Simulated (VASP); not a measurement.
# H17O8F in VASP: notebook

H17O8F is run at these levels: PBE+D3(BJ); tasks: single point.

Everything below comes from runs of VASP 6.6.1. Logs are shortened: lines on timing, memory, paths and dates and some standing lists are left out, and cuts for length are marked.

## 1. The cell of the first run

The cell holds an amorphous packing of atoms, 26 atoms: a = 6.495 Å, b = 6.495 Å, c = 6.495 Å, α = 90.00°, β = 90.00°, γ = 90.00°.

## 2. Single point, PBE+D3(BJ)

Contents of INCAR:

```
SYSTEM = H17O8F
  PREC = Accurate
  ENCUT = 520
  EDIFF = 1E-7
  ISMEAR = -1
  SIGMA = 0.02
  LREAL = Auto
  LASPH = .True.
  NELM = 60
  ALGO = Normal
  ISIF = 2
  LWAVE = .False.
  LCHARG = .False.
  GGA = PE
  IVDW = 12
  NBANDS = 55
```

Contents of KPOINTS:

```
regular mesh
0
Gamma
  1 1 1
  0 0 0
```

Contents of POSCAR:

```
H17O8F
1.0
    6.4950650000      0.0000000000      0.0000000000
    0.0000000000      6.4950650000      0.0000000000
    0.0000000000      0.0000000000      6.4950650000
O H F
8 17 1
Direct
    0.7280142693     -0.0961191304      0.6766829893
    0.5084629638      0.1890204332      0.1071120920
   -0.0187219066      0.5285397452      0.4391026110
    0.3374254145      0.2363948629      0.4832438167
    0.7284299695      0.3094657251      0.7519247305
    0.8591907856      0.8390062301      0.1667265840
    0.6368373527      0.5755292672      0.3253393153
    0.2408751875      0.8580206665      0.1604602879
    0.7513550673     -0.2020918959      0.5680312668
    0.6153595076     -0.1481124515      0.7488454696
    0.5033205980      0.1839550489     -0.0493297604
    0.3848768257      0.1171042938      0.1369039417
    0.0734557699      0.6189314503      0.3373176404
    0.0508847871      0.3993031632      0.4674318117
    0.3884487684      0.2518065639      0.3299428104
    0.1993513537      0.1690668223      0.4573164395
    0.6908014008      0.2012297029      0.6530496616
    0.6666753912      0.4358693870      0.7203623058
    0.8327399341      0.9736007261      0.1094523303
    0.7305392633      0.8343257535      0.2599204165
    0.4982398175      0.5291863900      0.3331144492
    0.7143885396      0.4375167916      0.3051547598
    0.0923162432      0.8937400934      0.1581508422
    0.2294511294      0.8575279847      0.3009361723
    0.0961807157      0.6545277068      0.6339120548
    0.1476197698      0.7888758619      0.6695237076
```

Potentials or basis: VASP PAW PBE potentials, release 64 (O, H, F).

Command:

```console
cat potpaw_PBE.64/O/POTCAR potpaw_PBE.64/H/POTCAR potpaw_PBE.64/F/POTCAR > POTCAR
mpirun -np 1 vasp_gam > vasp.out
```

OUTCAR:

```text
SYSTEM = H17O8F
   PREC = Accurate
   ENCUT = 520
   EDIFF = 1E-7
   ISMEAR = -1
   LREAL = Auto
   LASPH = .True.
   NELM = 60
   ISIF = 2
   GGA = PE
   IVDW = 12
 IVDW          = 12

 ion  position               nearest neighbor table
   1  0.728  0.904  0.677-  10 0.93   9 1.00
   2  0.508  0.189  0.107-  12 0.95  11 1.02
   3  0.981  0.529  0.439-  14 0.97  13 1.07
   4  0.337  0.236  0.483-  16 1.01  15 1.05
   5  0.728  0.309  0.752-  18 0.94  17 0.98
   6  0.859  0.839  0.167-  19 0.97  20 1.03
   7  0.637  0.576  0.325-  21 0.95  22 1.04
   8  0.241  0.858  0.160-  24 0.92  23 0.99
   9  0.751  0.798  0.568-   1 1.00
  10  0.615  0.852  0.749-   1 0.93
  11  0.503  0.184  0.951-   2 1.02
  12  0.385  0.117  0.137-   2 0.95
  13  0.073  0.619  0.337-   3 1.07
  14  0.051  0.399  0.467-   3 0.97
[... 10 lines left out ...]
  25  0.096  0.655  0.634-  26 0.96
  26  0.148  0.789  0.670-  25 0.96

  LATTYP: Found a simple cubic cell.
 ALAT       =     6.4950650000

  Lattice vectors:

 A1 = (   6.4950650000,   0.0000000000,   0.0000000000)
 A2 = (   0.0000000000,   6.4950650000,   0.0000000000)
 A3 = (   0.0000000000,   0.0000000000,   6.4950650000)

Analysis of symmetry for initial positions (statically):
=====================================================================
 Subroutine PRICEL returns:
 Original cell was already a primitive cell.

 Routine SETGRP: Setting up the symmetry group for a
 simple cubic supercell.

 Subroutine GETGRP returns: Found  1 space group operations
 (whereof  1 operations were pure point group operations)
 out of a pool of 48 trial point group operations.

The static configuration has the point symmetry C_1 .

Analysis of symmetry for dynamics (positions and initial velocities):
=====================================================================
 Subroutine PRICEL returns:
 Original cell was already a primitive cell.

 Routine SETGRP: Setting up the symmetry group for a
 simple cubic supercell.

 Subroutine GETGRP returns: Found  1 space group operations
 (whereof  1 operations were pure point group operations)
 out of a pool of 48 trial point group operations.

The dynamic configuration has the point symmetry C_1 .

 Subroutine INISYM returns: Found  1 space group operations
 (whereof  1 operations are pure point group operations),
 and found     1 'primitive' translations

----------------------------------------------------------------------------------------

                                     Primitive cell

  volume of cell :     274.0000

  direct lattice vectors                    reciprocal lattice vectors
     6.495065000  0.000000000  0.000000000     0.153963047  0.000000000  0.000000000
     0.000000000  6.495065000  0.000000000     0.000000000  0.153963047  0.000000000
     0.000000000  0.000000000  6.495065000     0.000000000  0.000000000  0.153963047

  length of vectors
     6.495065000  6.495065000  6.495065000     0.153963047  0.153963047  0.153963047

  position of ions in fractional coordinates (direct lattice)
     0.728014269  0.903880870  0.676682989
     0.508462964  0.189020433  0.107112092
     0.981278093  0.528539745  0.439102611
     0.337425414  0.236394863  0.483243817
     0.728429969  0.309465725  0.751924731
     0.859190786  0.839006230  0.166726584
[... 18 lines left out ...]
     0.096180716  0.654527707  0.633912055
     0.147619770  0.788875862  0.669523708

  ion indices of the primitive-cell ions
   primitive index   ion index
                 1           1
                 2           2
                 3           3
                 4           4
                 5           5
                 6           6
[... 18 lines left out ...]
                25          25
                26          26

----------------------------------------------------------------------------------------

 KPOINTS: regular mesh

Automatic generation of k-mesh.
 Grid dimensions read from file:
 generate k-points for:    1    1    1

 Generating k-lattice:

  Cartesian coordinates                     Fractional coordinates (reciprocal lattice)
     0.153963047  0.000000000  0.000000000     1.000000000  0.000000000  0.000000000
     0.000000000  0.153963047  0.000000000     0.000000000  1.000000000  0.000000000
     0.000000000  0.000000000  0.153963047     0.000000000  0.000000000  1.000000000

  Length of vectors
     0.153963047  0.153963047  0.153963047

  Shift w.r.t. Gamma in fractional coordinates (k-lattice)
     0.000000000  0.000000000  0.000000000

 Subroutine IBZKPT returns following result:
 ===========================================

 Found      1 irreducible k-points:

 Following reciprocal coordinates:
            Coordinates               Weight
  0.000000  0.000000  0.000000      1.000000
   k-points           NKPTS =      1   k-points in BZ     NKDIM =      1   number of bands    NBANDS=     55
   number of dos      NEDOS =    301   number of ions     NIONS =     26
[... 4 lines left out ...]
   NGX,Y,Z   is equivalent  to a cutoff of  12.29, 12.29, 12.29 a.u.
   NGXF,Y,Z  is equivalent  to a cutoff of  24.57, 24.57, 24.57 a.u.
 SYSTEM =  H17O8F
   PREC   = accura    normal or accurate (medium, high low for compatibility)
   ISTART =      0    job   : 0-new  1-cont  2-samecut
   ICHARG =      2    charge: 1-file 2-atom 10-const
   ISPIN  =      1    spin polarized calculation?
   LNONCOLLINEAR =      F non collinear calculations
   LSORBIT =      F    spin-orbit coupling
   LASPH  =      T    aspherical Exc in radial PAW
   ENCUT  =  520.0 eV  38.22 Ry    6.18 a.u.  12.08 12.08 12.08*2*pi/ulx,y,z
   NELM   =     60;   NELMIN=  2; NELMDL= -5     # of ELM steps
   EDIFF  = 0.1E-06   stopping-criterion for ELM
   LREAL  =      T    real-space projection
   EDIFFG = 0.1E-05   stopping-criterion for IOM
   NSW    =      0    number of steps for IOM
   IBRION =     -1    ionic relax: 0-MD 1-quasi-New 2-CG
   NFREE  =      0    steps in history (QN), initial steepest desc. (CG)
   ISIF   =      2    stress and relaxation
   ISYM   =      2    0-nonsym 1-usesym 2-fastsym
   POTIM  = 0.5000    time-step for ionic-motion
   TEBEG  =    0.0;   TEEND  =   0.0 temperature during run
   PSTRESS=    0.0 pullay stress
   NELECT =      72.0000    total number of electrons
   NUPDOWN=      -1.0000    fix difference up-down
   EMIN   =  10.00;   EMAX   =-10.00  energy-range for DOS
   EFERMI =   0.00;   METHOD = LEGACY
   ISMEAR =    -1;   SIGMA  =   0.02  broadening in eV -4-tet -1-fermi 0-gaus
   EFERMI_NEDOS =   21; number of points for ismear=-14 and -15
   IALGO  =     38    algorithm
   IMIX   =      4    mixing-type and parameters
     AMIX     =   0.40;   BMIX     =  1.00
     AMIX_MAG =   1.60;   BMIX_MAG =  1.00
  volume/ion in A,a.u.               =      10.54        71.12
  Fermi-wavevector in a.u.,A,eV,Ry     =   1.048581  1.981532 14.959919  1.099523
  Thomas-Fermi vector in A             =   2.183509
   LORBIT       =      0    0 simple, 1 ext, 2 COOP (PROOUT), +10 PAW based schemes
   GGA     = PE    functional components
   LHFCALC =     F    Hartree Fock is set to
   AEXX    =    0.0000 exact exchange contribution
   IVDW    =    12    specifies the selected vdW correction
   LEPSILON=     F    determine dielectric tensor
   LRPA    =     F    only Hartree local field effects (RPA)
 non-spin polarized calculation
  energy-cutoff  :      520.00
  volume of cell :      274.00
 maximum number of plane-waves:      3625
   NGX = 25   NGY = 25   NGZ = 25

 number of electron      71.9999985 magnetization

 Free energy of the ion-electron system (eV)
  ---------------------------------------------------
  ext. energy  EPLUGINS =         0.00000000
  ---------------------------------------------------
  free energy    TOTEN  =      -121.30961955 eV

  energy without entropy =     -121.30961955  energy(sigma->0) =     -121.30961955

 E-fermi :  -3.2383     XC(G=0):  -6.6483

 val. band max:       -3.8199248952   @ k =   0.0000   0.0000   0.0000
 cond. band min:       0.4158719886   @ k =   0.0000   0.0000   0.0000
 fundamental gap:      4.2357968838
 Fermi energy:        -3.2382764834

 k-point     1 :       0.0000    0.0000    0.0000
  band No.  band energies     occupation
      1     -25.8998      2.00000
      2     -23.2600      2.00000
      3     -22.7471      2.00000
      4     -22.6264      2.00000
      5     -22.3208      2.00000
      6     -22.1981      2.00000
[... 40 lines left out ...]
     47       6.1845      0.00000
     48       6.4593      0.00000
 [bands above 48 left out]

------------------------ aborting loop because EDIFF is reached ----------------------------------------

 Edisp (eV)   -0.84553

 E8    (eV) :    -0.1743

  FORCE on cell =-STRESS in cart. coord.  units (eV):
  Direction    XX          YY          ZZ          XY          YZ          ZX
  --------------------------------------------------------------------------------------
  -------------------------------------------------------------------------------------
  Total       7.89058     1.46077     0.64811     0.89006    -1.73257     2.51898
  in kB      46.13910     8.54164     3.78971     5.20448   -10.13095    14.72942
  external pressure =       19.49 kB  Pullay stress =        0.00 kB

 VOLUME and BASIS-vectors are now :
 -----------------------------------------------------------------------------
  energy-cutoff  :      520.00
  volume of cell :      274.00
      direct lattice vectors                 reciprocal lattice vectors
     6.495065000  0.000000000  0.000000000     0.153963047  0.000000000  0.000000000
     0.000000000  6.495065000  0.000000000     0.000000000  0.153963047  0.000000000
     0.000000000  0.000000000  6.495065000     0.000000000  0.000000000  0.153963047

 POSITION                                       TOTAL-FORCE (eV/Angst)
 -----------------------------------------------------------------------------------
      4.72850      5.87077      4.39510         1.553885      0.002225     -2.110454
      3.30250      1.22770      0.69570         0.977153      0.590376     -1.975805
      6.37346      3.43290      2.85200         2.145750      1.558518     -1.232339
      2.19160      1.53540      3.13870        -1.152637     -0.210424     -2.537904
      4.73120      2.01000      4.88380         0.926177     -1.794070      0.757800
      5.58050      5.44940      1.08290        -2.266887      1.025080      1.244277
[... 18 lines left out ...]
      0.62470      4.25120      4.11730        -0.418627      0.157127     -0.291242
      0.95880      5.12380      4.34860         0.654418      0.207902      0.238625
 -----------------------------------------------------------------------------------
    total drift:                                0.003638      0.013059      0.001281

  FREE ENERGIE OF THE ION-ELECTRON SYSTEM (eV)
  ---------------------------------------------------
  free  energy   TOTEN  =      -122.1551523617 eV

  energy  without entropy=     -122.1551523617  energy(sigma->0) =     -122.15515236
```

Run time: 40 s. Hardware: 1 thread of Intel Xeon 6975P-C, shared host; peak memory 0.3 GiB.

Results:

* Free energy: -122.1552 eV
* Pressure: 1.9 GPa
* Largest force: 4.507 eV/Å
* Band gap on the k mesh: 4.24 eV
* Dispersion energy per atom: -0.033 eV

Forces on the atoms (eV/Å):
```
O    1.554  0.002 -2.110
O    0.977  0.590 -1.976
O    2.146  1.559 -1.232
O   -1.153 -0.210 -2.538
O    0.926 -1.794  0.758
O   -2.267  1.025  1.244
O    0.537 -2.103 -0.004
O   -0.017  0.533 -2.416
H   -0.080  0.573  0.745
H   -1.867 -0.723  1.204
H    0.757  0.744  1.403
H   -1.337 -1.922  0.125
H   -1.655 -2.135  1.479
H    0.604  0.073 -0.094
H   -0.408  0.009  2.429
H    1.461  0.222  0.616
H   -0.034  0.300  0.184
H   -0.886  1.341 -0.795
H   -0.096  0.632 -0.897
H    1.793 -0.888 -1.155
H   -1.251 -0.044 -0.055
H   -0.902  2.523  0.224
H   -0.347 -0.460 -1.394
H    1.308 -0.213  4.307
H   -0.419  0.157 -0.291
F    0.654  0.208  0.239
```

Levels at points of the mesh, in eV from the valence-band top:
```
           k point  band 34  band 35  band 36  band 37  band 38  band 39
(0.00, 0.00, 0.00)    -0.12    -0.02     0.00     4.24     7.12     7.60
```

Caveat: the k points lie up to 0.97 Å⁻¹ apart.

## 3. Single point, PBE+D3(BJ)

Contents of INCAR:

```
PREC = Accurate
ENCUT = 520
EDIFF = 1E-6
ISMEAR = -1
SIGMA = 0.02
LREAL = Auto
LASPH = True
NELM = 60
ALGO = Normal
ISIF = 2
LWAVE = False
LCHARG = True
GGA = PE
IVDW = 12
LELF = True
LVHAR = True
NBANDS = 55
```

Contents of KPOINTS:

```
Automatic mesh
0
Gamma
  1 1 1
```

Contents of POSCAR:

```
H17O8F
1.0
    6.4950650000      0.0000000000      0.0000000000
    0.0000000000      6.4950650000      0.0000000000
    0.0000000000      0.0000000000      6.4950650000
O H F
8 17 1
Direct
    0.7025641776     -0.1933160022      0.6259521652
    0.5235051535      0.1818303589      0.1164114601
    0.0137027112      0.4332828078      0.4329132965
    0.3364400510      0.1949480105      0.5742821665
    0.6139430475      0.3961315245      0.7225331848
    0.8600067898      0.9101063654      0.1965338299
    0.6247666498      0.5270924925      0.3276487610
    0.3268635495      0.7881060467      0.1077895294
    0.6768523487     -0.3338688681      0.6140200291
    0.6673682250     -0.0924702062      0.5343903410
    0.4885247492      0.1711145308     -0.0184755657
    0.3930830561      0.1321464835      0.2152711328
   -0.1399524100      0.4069089378      0.3823826243
    0.0561811160      0.3086035321      0.5223504307
    0.4024286131      0.3232916068      0.5821650746
    0.3537147049      0.0992445803      0.6912324973
    0.6853972978      0.2589966382      0.7939412462
    0.7161899073      0.3974094178      0.5924190135
    0.7769437257      1.0212368929      0.1447868497
    0.8649490036      0.9346172825      0.3541919904
    0.6932648095      0.6285079518      0.2522530567
    0.5186553175      0.4550531827      0.2421684771
    0.3835835361      0.7676597540     -0.0369049424
    0.1715610236      0.8032252179      0.1086517225
    0.0097150683      0.7729252902      0.6922486534
    0.1405990548      0.8378515073      0.6792849648
```

Potentials or basis: VASP PAW PBE potentials, release 64 (O, H, F).

Command:

```console
cat potpaw_PBE.64/O/POTCAR potpaw_PBE.64/H/POTCAR potpaw_PBE.64/F/POTCAR > POTCAR
mpirun -np 1 vasp_gam > vasp.out
```

Run time: 38 s. Hardware: 1 thread of Intel Xeon 6975P-C, shared host; peak memory 0.3 GiB.

The run converged. Its results:

```yaml
Free_energy: -121.7972 eV
Pressure: -0.9 GPa
Largest_force: 6.303 eV/Å
Band_gap_on_the_k_mesh: 3.63 eV
Dispersion_energy_per_atom: -0.032 eV
```

Forces in eV/Å, atoms in the order of the input:
```
O    2.610  1.001  4.180
O   -1.330 -0.238  6.157
O   -2.107 -2.070  0.745
O   -2.402 -3.215 -1.076
O    4.706 -2.999  0.062
O    0.892 -0.515  2.652
O   -1.564 -2.347  0.999
O   -0.488 -0.097 -1.139
H   -1.146 -1.470 -1.177
H   -1.683  1.114 -2.502
H   -1.706 -0.445 -3.419
H    2.917  0.645 -2.547
H    2.412  0.511  0.370
H   -0.110  1.492 -1.376
H    1.177  1.245  1.129
H   -0.006  1.011 -0.750
H   -1.599  3.396 -1.344
H   -1.836  0.202  2.031
H   -0.812  0.662 -0.162
H    0.320 -0.455 -2.547
H    0.781  1.884 -1.540
H    1.035  0.613  0.196
H   -1.386  0.251  1.624
H    1.551 -0.248 -0.524
H   -0.064  0.206 -0.255
F   -0.162 -0.134  0.211
```

Stress tensor (GPa, compression positive):
```
-3.20  2.72  3.48
 2.72  1.42  1.40
 3.48  1.40 -1.01
```

Levels at points of the mesh, in eV from the valence-band top:
```
           k point  band 33  band 34  band 35  band 36  band 37  band 38  band 39  band 40
(0.00, 0.00, 0.00)    -0.77    -0.60    -0.06     0.00     3.63     6.56     6.68     7.31
```

Caveat: the k points lie up to 0.97 Å⁻¹ apart.

## 4. Single point, PBE+D3(BJ)

Contents of INCAR:

```
SYSTEM = H17O8F
PREC     = Accurate       ! precision mode
ENCUT    = 520            ! plane-wave cutoff, eV
EDIFF    = 1E-6           ! SCF threshold, eV
ISMEAR   = -1             ! smearing method
SIGMA    = 0.02           ! smearing width, eV
LREAL    = Auto         
LASPH    = .TRUE.         ! aspherical terms in the spheres
NELM     = 80             ! most SCF steps
ALGO     = Normal         ! electronic algorithm
ISIF     = 2              ! what is computed and relaxed
LWAVE    = .FALSE.        ! write WAVECAR
LCHARG   = .FALSE.        ! write CHGCAR
GGA      = PE             ! functional
IVDW     = 12             ! dispersion correction
NBANDS   = 55             ! bands
```

Contents of KPOINTS:

```
regular mesh
0
G
  1 1 1
  0 0 0
```

Contents of POSCAR:

```
H17O8F
1.0
    6.4950650000      0.0000000000      0.0000000000
    0.0000000000      6.4950650000      0.0000000000
    0.0000000000      0.0000000000      6.4950650000
O H F
8 17 1
Direct
    0.6694467261     -0.1764108596      0.5992703691
    0.5470768961      0.1215538259      0.1468653508
    0.0137335038      0.3371482810      0.5494941159
    0.3001663571      0.0687752932      0.5465072328
    0.5280624597      0.4250611811      0.7514936340
    0.8886285203      0.9158953760      0.2143627508
    0.5913720648      0.5464148550      0.3089268545
    0.2363640703      0.7271366799      0.1557182261
    0.5813336741     -0.2498512332      0.5044445283
    0.7514320488     -0.0490680232      0.5600559810
    0.5041981874      0.1319155390      0.0039414540
    0.5223966196     -0.0241875947      0.1828157224
    0.1004146995      0.3632912065      0.6805012729
    0.0806766368      0.4440756174      0.4630130722
    0.3376563591      0.0787828913      0.6900161892
    0.1581046533      0.1239710457      0.5818109596
    0.6442891642      0.3504506883      0.7045656972
    0.4932206221      0.4721738735      0.6123572281
    0.9634391650      1.0303361090      0.2630920553
    0.9267497708      0.7909081741      0.2821064916
    0.4856302439      0.5839202533      0.2406288467
    0.6246280830      0.3891416021      0.2747778506
    0.1109303756      0.7480756544      0.0888212820
    0.2377035488      0.8434711585      0.2667717721
   -0.0557962084      0.7939874351      0.6800547801
    0.0149344156      0.8976045659      0.7613626653
```

Command:

```console
cat potpaw_PBE.64/O/POTCAR potpaw_PBE.64/H/POTCAR potpaw_PBE.64/F/POTCAR > POTCAR
mpirun -np 1 vasp_gam > vasp.out
```

Run time: 36 s. Hardware: 1 thread of Intel Xeon 6975P-C, shared host; peak memory 0.3 GiB.

Results (log left out):

```yaml
Free_energy: -121.5758 eV
Pressure: 2.1 GPa
Largest_force: 11.030 eV/Å
Band_gap_on_the_k_mesh: 3.55 eV
Dispersion_energy_per_atom: -0.032 eV
```

Forces in eV/Å, atoms in the order of the input:
```
O    2.007  1.562  1.782
O   -0.567 -0.220 -0.023
O    1.061  1.849  1.723
O   -1.349  0.397  0.339
O   -1.119  0.304 -0.116
O   -1.485 -0.543 -1.143
O    8.321 -5.474  4.738
O    2.620  0.990  3.212
H    0.580  0.434 -1.024
H   -2.028 -1.645 -0.562
H    0.098  0.155 -0.033
H    0.449  0.882 -0.229
H   -1.389 -0.328 -1.451
H   -0.432 -0.678 -0.136
H    1.331 -0.657  0.327
H    0.955 -0.669 -1.679
H    1.570 -1.000  0.221
H   -0.486  0.337  0.111
H    0.892  0.993  0.729
H    0.065 -0.307  0.793
H   -7.642  2.209 -5.425
H   -1.136  2.752  0.344
H   -1.861  0.639 -1.479
H    0.049 -1.726 -1.638
H   -0.396  0.546  0.664
F   -0.108 -0.802 -0.046
```

Stress tensor (GPa, compression positive):
```
 6.13 -3.78  2.99
-3.78 -1.64 -2.73
 2.99 -2.73  1.86
```

Levels at points of the mesh, in eV from the valence-band top:
| k point | band 32 | band 33 | band 34 | band 35 | band 36 | band 37 | band 38 | band 39 | band 40 | band 41 |
| --- | --- | --- | --- | --- | --- | --- | --- | --- | --- | --- |
| (0.00, 0.00, 0.00) | -0.89 | -0.67 | -0.54 | -0.24 | 0.00 | 3.55 | 6.47 | 6.81 | 6.99 | 7.39 |

Caveat: the k points lie up to 0.97 Å⁻¹ apart.
